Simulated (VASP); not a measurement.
# Si4Ag in VASP: further runs, part 2 of 2

VASP 6.6.1. The steps go on from the part before.

**5. Single point, PBE, collinear spin**

Contents of INCAR:

```
PREC = Accurate
ENCUT = 400
EDIFF = 1E-6
ISMEAR = 0
SIGMA = 0.05
LREAL = F
LASPH = T
NELM = 200
ALGO = Normal
ISIF = 2
LWAVE = F
LCHARG = F
ISPIN = 2
MAGMOM = 0 0 0 0 1
LORBIT = 11
LMAXMIX = 4
LDIPOL = T
IDIPOL = 3
DIPOL = 0.5 0.5 0.346
GGA = PE
NBANDS = 26
GGA_COMPAT = F
NELMDL = -8
```

Contents of KPOINTS:

```
regular mesh
0
Gamma
  7 7 1
```

Contents of POSCAR:

```
Si4Ag
1.0
    3.8675357018      0.0000000000      0.0000000000
    0.0000000000      3.8675357018      0.0000000000
    0.0000000000      0.0000000000     19.6115149105
Si Ag
4 1
Direct
    0.0000000000      0.5000000000      0.2039618060
    0.0000000000      0.0000000000      0.2736851480
    0.5000000000      0.0000000000      0.3452315356
    0.5000000000      0.5000000000      0.4136098077
    0.7500000000      0.8750000000      0.4958787749
```

Potentials or basis: VASP PAW PBE potentials, release 64 (Si, Ag).

On the command line:

```
$ cat potpaw_PBE.64/Si/POTCAR potpaw_PBE.64/Ag/POTCAR > POTCAR
$ mpirun -np 1 vasp_std > vasp.out
```

OUTCAR:

```text
PREC = Accurate
   ENCUT = 400
   EDIFF = 1E-6
   ISMEAR = 0
   LREAL = F
   LASPH = T
   NELM = 200
   ISIF = 2
   ISPIN = 2
   LORBIT = 11
   GGA = PE
   NELMDL = -8

 ion  position               nearest neighbor table
   1  0.000  0.500  0.204-   2 2.37   2 2.37
   2  0.000  0.000  0.274-   1 2.37   1 2.37   3 2.39   3 2.39
   3  0.500  0.000  0.345-   4 2.35   4 2.35   2 2.39   2 2.39   5 3.15
   4  0.500  0.500  0.414-   3 2.35   3 2.35   5 2.38   5 3.06
   5  0.750  0.875  0.496-   4 2.38   4 3.06   3 3.15

  LATTYP: Found a simple tetragonal cell.
 ALAT       =     3.8675357018
 C/A-ratio  =     5.0708038458

  Lattice vectors:

 A1 = (   3.8675357018,   0.0000000000,   0.0000000000)
 A2 = (   0.0000000000,   3.8675357018,   0.0000000000)
 A3 = (   0.0000000000,   0.0000000000,  19.6115149105)

Analysis of symmetry for initial positions (statically):
=====================================================================
 Subroutine PRICEL returns:
 Original cell was already a primitive cell.

 Routine SETGRP: Setting up the symmetry group for a
 simple tetragonal supercell.

 Subroutine GETGRP returns: Found  1 space group operations
 (whereof  1 operations were pure point group operations)
 out of a pool of 16 trial point group operations.

The static configuration has the point symmetry C_1 .

Analysis of symmetry for dynamics (positions and initial velocities):
=====================================================================
 Subroutine PRICEL returns:
 Original cell was already a primitive cell.

 Routine SETGRP: Setting up the symmetry group for a
 simple tetragonal supercell.

 Subroutine GETGRP returns: Found  1 space group operations
 (whereof  1 operations were pure point group operations)
 out of a pool of 16 trial point group operations.

The dynamic configuration has the point symmetry C_1 .

Analysis of structural, dynamic, and magnetic symmetry:
=====================================================================
 Subroutine PRICEL returns:
 Original cell was already a primitive cell.

 Routine SETGRP: Setting up the symmetry group for a
 simple tetragonal supercell.

 Subroutine GETGRP returns: Found  1 space group operations
 (whereof  1 operations were pure point group operations)
 out of a pool of 16 trial point group operations.

The overall configuration has the point symmetry C_1 .

 Subroutine INISYM returns: Found  1 space group operations
 (whereof  1 operations are pure point group operations),
 and found     1 'primitive' translations

----------------------------------------------------------------------------------------

                                     Primitive cell

  volume of cell :     293.3458

  direct lattice vectors                    reciprocal lattice vectors
     3.867535702  0.000000000  0.000000000     0.258562578  0.000000000  0.000000000
     0.000000000  3.867535702  0.000000000     0.000000000  0.258562578  0.000000000
     0.000000000  0.000000000 19.611514910     0.000000000  0.000000000  0.050990452

  length of vectors
     3.867535702  3.867535702 19.611514910     0.258562578  0.258562578  0.050990452

  position of ions in fractional coordinates (direct lattice)
     0.000000000  0.500000000  0.203961806
     0.000000000  0.000000000  0.273685148
     0.500000000  0.000000000  0.345231536
     0.500000000  0.500000000  0.413609808
     0.750000000  0.875000000  0.495878775

  ion indices of the primitive-cell ions
   primitive index   ion index
                 1           1
[... 89 lines left out ...]
   EFERMI =   0.00;   METHOD = LEGACY
   ISMEAR =     0;   SIGMA  =   0.05  broadening in eV -4-tet -1-fermi 0-gaus
   EFERMI_NEDOS =   21; number of points for ismear=-14 and -15
   IALGO  =     38    algorithm
   IMIX   =      4    mixing-type and parameters
     AMIX     =   0.40;   BMIX     =  1.00
     AMIX_MAG =   1.60;   BMIX_MAG =  1.00
  volume/ion in A,a.u.               =      58.67       395.92
  Fermi-wavevector in a.u.,A,eV,Ry     =   0.739156  1.396802  7.433566  0.546352
  Thomas-Fermi vector in A             =   1.833251
   LORBIT       =     11    0 simple, 1 ext, 2 COOP (PROOUT), +10 PAW based schemes
   GGA     = PE    functional components
   LHFCALC =     F    Hartree Fock is set to
   AEXX    =    0.0000 exact exchange contribution
   IVDW    =     0    specifies the selected vdW correction
   LEPSILON=     F    determine dielectric tensor
   LRPA    =     F    only Hartree local field effects (RPA)
 spin polarized calculation
 Gauss-broadening in eV      SIGMA  =   0.05
  energy-cutoff  :      400.00
  volume of cell :      293.35
 maximum number of plane-waves:      5352
 NGX is ok and might be reduce to    28
   NGX = 13   NGY = 13   NGZ = 63

 dipolmoment           0.000000      0.000000      0.000021 electrons x Angstroem

 number of electron      26.9999999 magnetization       0.0002452

 dipolmoment           0.000000      0.000000     -0.142285 electrons x Angstroem

 Free energy of the ion-electron system (eV)
  ---------------------------------------------------
  ext. energy  EPLUGINS =         0.00000000
  ---------------------------------------------------
  free energy    TOTEN  =       -20.43896524 eV

  energy without entropy =      -20.43344096  energy(sigma->0) =      -20.43620310

 E-fermi :  -0.9146     XC(G=0):  -4.3885

 val. band max:       -0.9267952779   @ k =   0.2857   0.2857   0.0000
 cond. band min:      -0.9015367775   @ k =  -0.2857   0.4286   0.0000
 fundamental gap:      0.0252585004
 Fermi energy:        -0.9146495689

 spin component 1

 k-point     1 :       0.0000    0.0000    0.0000
  band No.  band energies     occupation
      1     -11.9752      1.00000
      2     -10.0012      1.00000
      3      -7.1238      1.00000
      4      -5.6507      1.00000
      5      -5.5806      1.00000
      6      -5.4465      1.00000
[... 661 lines left out ...]
     24       5.6899      0.00000
     25       6.3267      0.00000

 [... further k-points ...]

 spin component 2

 k-point     1 :       0.0000    0.0000    0.0000
  band No.  band energies     occupation
      1     -11.9752      1.00000
      2     -10.0011      1.00000
      3      -7.1238      1.00000
      4      -5.6507      1.00000
      5      -5.5806      1.00000
      6      -5.4465      1.00000
[... 661 lines left out ...]
     24       5.6902      0.00000
     25       6.3285      0.00000

 [... further k-points ...]

 [bands above 25 left out]

------------------------ aborting loop because EDIFF is reached ----------------------------------------

 vacuum level on the upper side and lower side of the slab       (xc-potential included)        -0.937         0.719

  FORCE on cell =-STRESS in cart. coord.  units (eV):
  Direction    XX          YY          ZZ          XY          YZ          ZX
  --------------------------------------------------------------------------------------
  -------------------------------------------------------------------------------------
  Total       -3.9356095     -1.8488808     -0.0415989      0.6234528      0.2540966      0.6137249
  in kB      -21.4952637    -10.0981004     -0.2272021      3.4051349      1.3878088      3.3520040
  external PRESSURE =     -10.6068554 kB  Pullay stress =       0.0000000 kB

 VOLUME and BASIS-vectors are now :
 -----------------------------------------------------------------------------
  energy-cutoff  :      400.00
  volume of cell :      293.35
      direct lattice vectors                 reciprocal lattice vectors
     3.867535702  0.000000000  0.000000000     0.258562578  0.000000000  0.000000000
     0.000000000  3.867535702  0.000000000     0.000000000  0.258562578  0.000000000
     0.000000000  0.000000000 19.611514910     0.000000000  0.000000000  0.050990452

 POSITION                                       TOTAL-FORCE (eV/Angst)
 -----------------------------------------------------------------------------------
      0.00000      1.93377      4.00000        -0.030262      0.022533      0.005622
      0.00000      0.00000      5.36738         0.021466      0.068013      0.074521
      1.93377      0.00000      6.77051         0.000324     -0.050344     -0.203461
      1.93377      1.93377      8.11151        -0.331945     -0.329843      0.142910
      2.90065      3.38409      9.72493         0.340416      0.289641     -0.019591
 -----------------------------------------------------------------------------------
    total drift:                                0.000191     -0.000061     -0.000166

  FREE ENERGIE OF THE ION-ELECTRON SYSTEM (eV)
  ---------------------------------------------------
  free  energy   TOTEN  =       -20.4389652396 eV

  energy  without entropy=      -20.4334409610  energy(sigma->0) =      -20.43620310

 vacuum level on the upper side and lower side of the slab         2.621         4.358

 total charge

# of ion       s       p       d       tot
------------------------------------------
    1        0.866   0.712   0.000   1.577
    2        0.773   0.888   0.000   1.661
    3        0.769   0.880   0.000   1.649
    4        0.806   0.802   0.000   1.608
    5        0.400   0.142   9.233   9.775
--------------------------------------------------
tot          3.613   3.424   9.233  16.270

 magnetization (x)

# of ion       s       p       d       tot
------------------------------------------
    1        0.000   0.000   0.000   0.000
    2        0.000   0.000   0.000   0.000
    3        0.000  -0.000   0.000   0.000
    4        0.000   0.000   0.000   0.000
    5        0.000   0.000   0.000   0.000
--------------------------------------------------
tot          0.000   0.000   0.000   0.000
```

Run time: 18 min. Hardware: 1 thread of AMD EPYC 7R43 (Zen 3), shared host; peak memory 0.43 GiB.

Results:

| Item | Value |
| --- | --- |
| Free energy | -20.4390 eV |
| Largest force | 0.489 eV/Å |
| Net moment | 0.00 μB per cell |
| Valence electrons inside the program's atomic spheres | Si 1.58, 1.66, 1.65, 1.61; Ag 9.78 |

Forces on the atoms (eV/Å):
```
Si  -0.030  0.023  0.006
Si   0.021  0.068  0.075
Si   0.000 -0.050 -0.203
Si  -0.332 -0.330  0.143
Ag   0.340  0.290 -0.020
```

**6. The runs side by side**

```csv
cell,gap on the mesh (eV),moment (μB),largest force (eV/Å)
"as given, atomic positions A",none,0.00,0.35
"as given, atomic positions B",none,0.00,1.03
"as given, atomic positions C",none,0.00,0.38
"as given, atomic positions D",none,0.00,0.49
```

Alike in all rows: task single point; level PBE; potentials or basis VASP PAW PBE potentials, release 64 (Si, Ag); spin collinear; k mesh 7 × 7 × 1; cutoff (eV) 400; smearing gaussian 0.05 eV.

Total energies depend on the potentials used, so only differences within one code and one set of settings carry meaning.
